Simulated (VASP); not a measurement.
# TiN (Fm-3m) in VASP: further runs

Runs on TiN. Level: PBEsol. Tasks: single point.

Program: VASP 6.6.1. These are calculated values, not measurements. Logs are shortened: lines on timing, memory, paths and dates and some standing lists are left out, and cuts for length are marked.

### Step 1. The cell of the first run

It takes space group Fm-3m (No. 225, cubic). The conventional cell has a = 4.204 Å, b = 4.204 Å, c = 4.204 Å, α = 90.00°, β = 90.00°, γ = 90.00°. Within 2.8 Å of Ti (site symmetry m-3m) lie 6 N at 2.10 Å. Within 2.8 Å of N (site symmetry m-3m) lie 6 Ti at 2.10 Å.

### Step 2. Single point, PBEsol, collinear spin (9.29 Å³/atom)

Contents of INCAR:

```
PREC = Accurate ; ENCUT = 520
EDIFF = 1E-6 ; ISMEAR = 0
SIGMA = 0.15 ; LREAL = False
LASPH = True ; NELM = 150
ALGO = Normal ; ISIF = 2
LWAVE = False ; LCHARG = False
ISPIN = 2 ; MAGMOM = 0.25 0
LORBIT = 11 ; NUPDOWN = 0.25
LMAXMIX = 4 ; GGA = PS
NBANDS = 20
```

Contents of KPOINTS:

```
Automatic mesh
0
Gamma
  20 20 20
```

Contents of POSCAR:

```
TiN
1.0
    0.0000000000      2.1019496216      2.1019496216
    2.1019496216      0.0000000000      2.1019496216
    2.1019496216      2.1019496216      0.0000000000
Ti N
1 1
Direct
    0.0000000000      0.0000000000      0.0000000000
    0.5000000000      0.5000000000      0.5000000000
```

Potentials or basis: VASP PAW PBE potentials, release 64 (Ti_sv, N).

Run with:

```sh
> cat potpaw_PBE.64/Ti_sv/POTCAR potpaw_PBE.64/N/POTCAR > POTCAR
> mpirun -np 1 vasp_std > vasp.out
```

OUTCAR:

```text
PREC = Accurate
   ENCUT = 520
   EDIFF = 1E-6
   ISMEAR = 0
   LREAL = False
   LASPH = True
   NELM = 150
   ISIF = 2
   ISPIN = 2
   LORBIT = 11
   NUPDOWN = 0.25
   GGA = PS

 ion  position               nearest neighbor table
   1  0.000  0.000  0.000-   2 2.10   2 2.10   2 2.10   2 2.10   2 2.10   2 2.10
   2  0.500  0.500  0.500-   1 2.10   1 2.10   1 2.10   1 2.10   1 2.10   1 2.10

  LATTYP: Found a face centered cubic cell.
 ALAT       =     4.2038992432

  Lattice vectors:

 A1 = (   0.0000000000,   2.1019496216,   2.1019496216)
 A2 = (   2.1019496216,   0.0000000000,   2.1019496216)
 A3 = (   2.1019496216,   2.1019496216,   0.0000000000)

Analysis of symmetry for initial positions (statically):
=====================================================================
 Subroutine PRICEL returns:
 Original cell was already a primitive cell.

 Routine SETGRP: Setting up the symmetry group for a
 face centered cubic supercell.

 Subroutine GETGRP returns: Found 48 space group operations
 (whereof 48 operations were pure point group operations)
 out of a pool of 48 trial point group operations.

The static configuration has the point symmetry O_h .

Analysis of symmetry for dynamics (positions and initial velocities):
=====================================================================
 Subroutine PRICEL returns:
 Original cell was already a primitive cell.

 Routine SETGRP: Setting up the symmetry group for a
 face centered cubic supercell.

 Subroutine GETGRP returns: Found 48 space group operations
 (whereof 48 operations were pure point group operations)
 out of a pool of 48 trial point group operations.

The dynamic configuration has the point symmetry O_h .

Analysis of structural, dynamic, and magnetic symmetry:
=====================================================================
 Subroutine PRICEL returns:
 Original cell was already a primitive cell.

 Routine SETGRP: Setting up the symmetry group for a
 face centered cubic supercell.

 Subroutine GETGRP returns: Found 48 space group operations
 (whereof 48 operations were pure point group operations)
 out of a pool of 48 trial point group operations.

The overall configuration has the point symmetry O_h .

 Subroutine INISYM returns: Found 48 space group operations
 (whereof 48 operations are pure point group operations),
 and found     1 'primitive' translations

----------------------------------------------------------------------------------------

                                     Primitive cell

  volume of cell :      18.5736

  direct lattice vectors                    reciprocal lattice vectors
     0.000000000  2.101949622  2.101949622    -0.237874398  0.237874398  0.237874398
     2.101949622  0.000000000  2.101949622     0.237874398 -0.237874398  0.237874398
     2.101949622  2.101949622  0.000000000     0.237874398  0.237874398 -0.237874398

  length of vectors
     2.972605662  2.972605662  2.972605662     0.412010542  0.412010542  0.412010542

  position of ions in fractional coordinates (direct lattice)
     0.000000000  0.000000000  0.000000000
     0.500000000  0.500000000  0.500000000

  ion indices of the primitive-cell ions
   primitive index   ion index
                 1           1
                 2           2

----------------------------------------------------------------------------------------

 KPOINTS: Automatic mesh

Automatic generation of k-mesh.
 Grid dimensions read from file:
 generate k-points for:   20   20   20

 Generating k-lattice:

  Cartesian coordinates                     Fractional coordinates (reciprocal lattice)
    -0.011893720  0.011893720  0.011893720     0.050000000  0.000000000  0.000000000
     0.011893720 -0.011893720  0.011893720     0.000000000  0.050000000  0.000000000
     0.011893720  0.011893720 -0.011893720     0.000000000  0.000000000  0.050000000

  Length of vectors
     0.020600527  0.020600527  0.020600527

  Shift w.r.t. Gamma in fractional coordinates (k-lattice)
     0.000000000  0.000000000  0.000000000

 Subroutine IBZKPT returns following result:
 ===========================================

 Found    256 irreducible k-points:

 Following reciprocal coordinates:
            Coordinates               Weight
  0.000000  0.000000  0.000000      1.000000
  0.050000  0.000000  0.000000      8.000000
  0.100000  0.000000  0.000000      8.000000
  0.150000  0.000000  0.000000      8.000000
  0.200000  0.000000  0.000000      8.000000
  0.250000  0.000000  0.000000      8.000000
[... 16 lines left out ...]
 -0.400000  0.050000  0.000000     24.000000
 -0.350000  0.050000  0.000000     24.000000
 [... further k-points ...]
   k-points           NKPTS =    256   k-points in BZ     NKDIM =    256   number of bands    NBANDS=     20
   number of dos      NEDOS =    301   number of ions     NIONS =      2
   total plane-waves  NPLWV =  13824
   dimension x,y,z NGX =    24 NGY =   24 NGZ =   24
   dimension x,y,z NGXF=    48 NGYF=   48 NGZF=   48
   ions per type =               1   1
   NGX,Y,Z   is equivalent  to a cutoff of  13.42, 13.42, 13.42 a.u.
   NGXF,Y,Z  is equivalent  to a cutoff of  26.84, 26.84, 26.84 a.u.
 SYSTEM =  unknown system
   PREC   = accura    normal or accurate (medium, high low for compatibility)
   ISTART =      0    job   : 0-new  1-cont  2-samecut
   ICHARG =      2    charge: 1-file 2-atom 10-const
   ISPIN  =      2    spin polarized calculation?
   LNONCOLLINEAR =      F non collinear calculations
   LSORBIT =      F    spin-orbit coupling
   LASPH  =      T    aspherical Exc in radial PAW
   ENCUT  =  520.0 eV  38.22 Ry    6.18 a.u.   5.53  5.53  5.53*2*pi/ulx,y,z
   NELM   =    150;   NELMIN=  2; NELMDL= -5     # of ELM steps
   EDIFF  = 0.1E-05   stopping-criterion for ELM
   LREAL  =      F    real-space projection
   EDIFFG = 0.1E-04   stopping-criterion for IOM
   NSW    =      0    number of steps for IOM
   IBRION =     -1    ionic relax: 0-MD 1-quasi-New 2-CG
   NFREE  =      0    steps in history (QN), initial steepest desc. (CG)
   ISIF   =      2    stress and relaxation
   ISYM   =      2    0-nonsym 1-usesym 2-fastsym
   POTIM  = 0.5000    time-step for ionic-motion
   TEBEG  =    0.0;   TEEND  =   0.0 temperature during run
   PSTRESS=    0.0 pullay stress
   NELECT =      17.0000    total number of electrons
   NUPDOWN=       0.2500    fix difference up-down
   EMIN   =  10.00;   EMAX   =-10.00  energy-range for DOS
   EFERMI =   0.00;   METHOD = LEGACY
   ISMEAR =     0;   SIGMA  =   0.15  broadening in eV -4-tet -1-fermi 0-gaus
   EFERMI_NEDOS =   21; number of points for ismear=-14 and -15
   IALGO  =     38    algorithm
   IMIX   =      4    mixing-type and parameters
     AMIX     =   0.40;   BMIX     =  1.00
     AMIX_MAG =   1.60;   BMIX_MAG =  1.00
  volume/ion in A,a.u.               =       9.29        62.67
  Fermi-wavevector in a.u.,A,eV,Ry     =   1.589494  3.003708 34.374990  2.526491
  Thomas-Fermi vector in A             =   2.688335
   LORBIT       =     11    0 simple, 1 ext, 2 COOP (PROOUT), +10 PAW based schemes
   GGA     = PS    functional components
   LHFCALC =     F    Hartree Fock is set to
   AEXX    =    0.0000 exact exchange contribution
   IVDW    =     0    specifies the selected vdW correction
   LEPSILON=     F    determine dielectric tensor
   LRPA    =     F    only Hartree local field effects (RPA)
 spin polarized calculation
 Gauss-broadening in eV      SIGMA  =   0.15
  energy-cutoff  :      520.00
  volume of cell :       18.57
 maximum number of plane-waves:       531
 NGX is ok and might be reduce to    24
   NGX = 11   NGY = 11   NGZ = 11

 number of electron      16.9999998 magnetization       0.2500000

 Free energy of the ion-electron system (eV)
  ---------------------------------------------------
  ext. energy  EPLUGINS =         0.00000000
  ---------------------------------------------------
  free energy    TOTEN  =       -20.75741701 eV

  energy without entropy =      -20.74776604  energy(sigma->0) =      -20.75259153

 E-fermi :  11.4397     XC(G=0): -13.3699

 val. band max:       11.8470701568   @ k =  -0.4500   0.2500   0.0500
 cond. band min:      11.4443259831   @ k =   0.2500   0.1000   0.0500
 fundamental gap:     -0.4027441737
 Fermi energy:        11.8731685794

 spin component 1

 k-point     1 :       0.0000    0.0000    0.0000
  band No.  band energies     occupation
      1     -45.9718      1.00000
      2     -22.0319      1.00000
      3     -22.0319      1.00000
      4     -22.0319      1.00000
      5      -5.5571      1.00000
      6       9.6063      1.00000
[... 12 lines left out ...]
     19      39.0945      0.00000
     20      39.0945      0.00000
[... 507 lines left out ...]
 k-point    24 :      -0.3500    0.0500    0.0000
  band No.  band energies     occupation
      1     -45.8769      1.00000
      2     -22.6382      1.00000
      3     -22.1034      1.00000
      4     -22.0782      1.00000
      5      -3.4866      1.00000
      6       4.2448      1.00000
[... 12 lines left out ...]
     19      35.5845      0.00000
     20      37.4747      0.00000

 [... further k-points ...]

 spin component 2

 k-point     1 :       0.0000    0.0000    0.0000
  band No.  band energies     occupation
      1     -45.7884      1.00000
      2     -21.8475      1.00000
      3     -21.8475      1.00000
      4     -21.8475      1.00000
      5      -5.4965      1.00000
      6       9.6458      1.00000
[... 12 lines left out ...]
     19      39.1976      0.00000
     20      39.1976      0.00000
[... 507 lines left out ...]
 k-point    24 :      -0.3500    0.0500    0.0000
  band No.  band energies     occupation
      1     -45.6933      1.00000
      2     -22.4570      1.00000
      3     -21.9189      1.00000
      4     -21.8936      1.00000
      5      -3.4343      1.00000
      6       4.3424      1.00000
[... 12 lines left out ...]
     19      35.7026      0.00000
     20      37.5915      0.00000

 [... further k-points ...]

------------------------ aborting loop because EDIFF is reached ----------------------------------------

  FORCE on cell =-STRESS in cart. coord.  units (eV):
  Direction    XX          YY          ZZ          XY          YZ          ZX
  --------------------------------------------------------------------------------------
  -------------------------------------------------------------------------------------
  Total        0.1152168      0.1152168      0.1152168      0.0000000      0.0000000      0.0000000
  in kB        9.9386968      9.9386968      9.9386968      0.0000000      0.0000000      0.0000000
  external PRESSURE =       9.9386968 kB  Pullay stress =       0.0000000 kB

 VOLUME and BASIS-vectors are now :
 -----------------------------------------------------------------------------
  energy-cutoff  :      520.00
  volume of cell :       18.57
      direct lattice vectors                 reciprocal lattice vectors
     0.000000000  2.101949622  2.101949622    -0.237874398  0.237874398  0.237874398
     2.101949622  0.000000000  2.101949622     0.237874398 -0.237874398  0.237874398
     2.101949622  2.101949622  0.000000000     0.237874398  0.237874398 -0.237874398

 POSITION                                       TOTAL-FORCE (eV/Angst)
 -----------------------------------------------------------------------------------
      0.00000      0.00000      0.00000        -0.000000     -0.000000     -0.000000
      2.10195      2.10195      2.10195         0.000000      0.000000      0.000000
 -----------------------------------------------------------------------------------
    total drift:                                0.000000     -0.000000     -0.000000

  FREE ENERGIE OF THE ION-ELECTRON SYSTEM (eV)
  ---------------------------------------------------
  free  energy   TOTEN  =       -20.7574170085 eV

  energy  without entropy=      -20.7477660448  energy(sigma->0) =      -20.75259153

 total charge

# of ion       s       p       d       tot
------------------------------------------
    1        2.191   6.247   2.011  10.450
    2        1.241   2.510   0.000   3.751
--------------------------------------------------
tot          3.432   8.757   2.011  14.201

 magnetization (x)

# of ion       s       p       d       tot
------------------------------------------
    1        0.002   0.001   0.188   0.191
    2       -0.000   0.013   0.000   0.013
--------------------------------------------------
tot          0.002   0.015   0.188   0.204
```

It took 4.5 min on 1 thread of Intel Xeon 8259CL, shared host; peak memory 0.27 GiB.

Results:

```
Free energy                                           : -20.7574 eV
Pressure                                              : 1.0 GPa
Net moment                                            : 0.25 μB per cell
Site moments                                          : Ti +0.19; N +0.01 μB
Valence electrons inside the program's atomic spheres : Ti 10.45; N 3.75
```

Caveat: the PAW data sets were made with another functional, which shifts forces and pressure a little; the total moment is fixed, so each spin has its own Fermi level.

### Step 3. Single point, PBEsol, collinear spin (9.29 Å³/atom)

Contents of INCAR:

```
  ALGO = Normal
  EDIFF = 1E-6
  ENCUT = 520
  GGA = PS
  ISIF = 2
  ISMEAR = 0
  ISPIN = 2
  LASPH = True
  LCHARG = False
  LMAXMIX = 4
  LORBIT = 11
  LREAL = False
  LWAVE = False
  MAGMOM = 0.75 0
  NBANDS = 20
  NELM = 150
  NUPDOWN = 0.75
  PREC = Accurate
  SIGMA = 0.15
```

Contents of KPOINTS:

```
k-points
0
Gamma
  20 20 20
```

POSCAR is that of step 2.

Potentials or basis: VASP PAW PBE potentials, release 64 (Ti_sv, N).

Run with:

```sh
> cat potpaw_PBE.64/Ti_sv/POTCAR potpaw_PBE.64/N/POTCAR > POTCAR
> mpirun -np 1 vasp_std > vasp.out
```

It took 3.8 min on 1 thread of Intel Xeon 8259CL, shared host; peak memory 0.27 GiB.

Results (log left out):

| Item | Value |
| --- | --- |
| Free energy | -20.5221 eV |
| Pressure | 5.1 GPa |
| Net moment | 0.75 μB per cell |
| Site moments | Ti +0.57; N +0.04 μB |
| Valence electrons inside the program's atomic spheres | Ti 10.46; N 3.75 |

Caveat: the cell stands under pressure; the PAW data sets were made with another functional, which shifts forces and pressure a little; the total moment is fixed, so each spin has its own Fermi level.

### Step 4. Single point, PBEsol, collinear spin (9.29 Å³/atom)

Contents of INCAR:

```
SYSTEM = TiN
ALGO     = Normal         ! electronic algorithm
EDIFF    = 1E-7           ! SCF threshold, eV
ENCUT    = 520            ! plane-wave cutoff, eV
GGA      = PS             ! functional
ISIF     = 2              ! what is computed and relaxed
ISMEAR   = 0              ! smearing method
ISPIN    = 2              ! spin polarisation
LASPH    = .True.         ! aspherical terms in the spheres
LCHARG   = .False.        ! write CHGCAR
LMAXMIX  = 4              ! l up to which the mixer works
LORBIT   = 11             ! projections on sites
LREAL    = .False.        ! projectors in reciprocal space
LWAVE    = .False.        ! write WAVECAR
MAGMOM   = 0.875 0        ! initial moments
NBANDS   = 20             ! bands
NELM     = 150            ! most SCF steps
NUPDOWN  = 0.875          ! fixed moment
PREC     = Accurate       ! precision mode
SIGMA    = 0.15           ! smearing width, eV
```

Contents of KPOINTS:

```
k-points
0
Gamma
  20 20 20
  0 0 0
```

POSCAR is that of step 3.

Run with:

```sh
> cat potpaw_PBE.64/Ti_sv/POTCAR potpaw_PBE.64/N/POTCAR > POTCAR
> mpirun -np 1 vasp_std > vasp.out
```

It took 3.1 min on 1 thread of Intel Xeon 8259CL, shared host; peak memory 0.27 GiB.

Results (log left out):

* Free energy: -20.4092 eV
* Pressure: 7.0 GPa
* Net moment: 0.88 μB per cell
* Site moments: Ti +0.66; N +0.05 μB
* Valence electrons inside the program's atomic spheres: Ti 10.46; N 3.76

Caveat: the cell stands under pressure; the PAW data sets were made with another functional, which shifts forces and pressure a little; the total moment is fixed, so each spin has its own Fermi level.

### Step 5. Overview

| fixed moment (μB) | pressure (GPa) | moment (μB) |
| --- | --- | --- |
| 0.25 | 1.0 | 0.25 |
| 0.75 | 5.1 | 0.75 |
| 0.875 | 7.0 | 0.88 |

Alike in all rows: task single point; level PBEsol; potentials or basis VASP PAW PBE potentials, release 64 (Ti_sv, N); spin collinear; cell as given; k mesh 20 × 20 × 20; cutoff (eV) 520; smearing gaussian 0.15 eV.

Caveats: the PAW data sets were made with another functional, which shifts forces and pressure a little; the total moment is fixed, so each spin has its own Fermi level; the cell stands under pressure (at least some runs).

Absolute energies hang on the potentials; compare differences alone.
